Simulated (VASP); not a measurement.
A run of VASP 6.6.1:

INCAR

```
PREC     = Accurate       # precision mode
ENCUT    = 520            # plane-wave cutoff, eV
EDIFF    = 1E-7           # SCF threshold, eV
ISMEAR   = 0              # smearing method
SIGMA    = 0.1            # smearing width, eV
LREAL    = False          # projectors in reciprocal space
LASPH    = True           # aspherical terms in the spheres
NELM     = 80             # most SCF steps
ALGO     = Normal         # electronic algorithm
ISIF     = 2              # what is computed and relaxed
LWAVE    = False          # write WAVECAR
LCHARG   = True           # write CHGCAR
GGA      = PE             # functional
LELF     = True           # ELF
LVHAR    = True         
NBANDS   = 7              # bands
```

KPOINTS

```
regular mesh
0
Gamma
  14 14 14
```

The input POSCAR:

```
Mg
1.0
    0.0000000000      2.3948455776      2.1928625376
    2.3948455776      0.0000000000      2.1928625376
    2.3948455776      2.3948455776      0.0000000000
Mg
1
Direct
    0.0000000000      0.0000000000      0.0000000000
```

Potentials or basis: VASP PAW PBE potentials, release 64 (Mg).

Launch:

```sh
$ cat potpaw_PBE.64/Mg/POTCAR > POTCAR
$ mpirun -np 1 vasp_std > vasp.out
```

Hardware: 1 thread of Intel(R) Xeon(R) 6975P-C (Granite Rapids) (shared host).

**Question.** Estimate the wall time of this run.

**Answer.** Run time: 10 s on 1 thread of Intel(R) Xeon(R) 6975P-C (Granite Rapids), on a shared host, peak memory 0.17 GiB. Counts: scf iterations 11, k points 244.
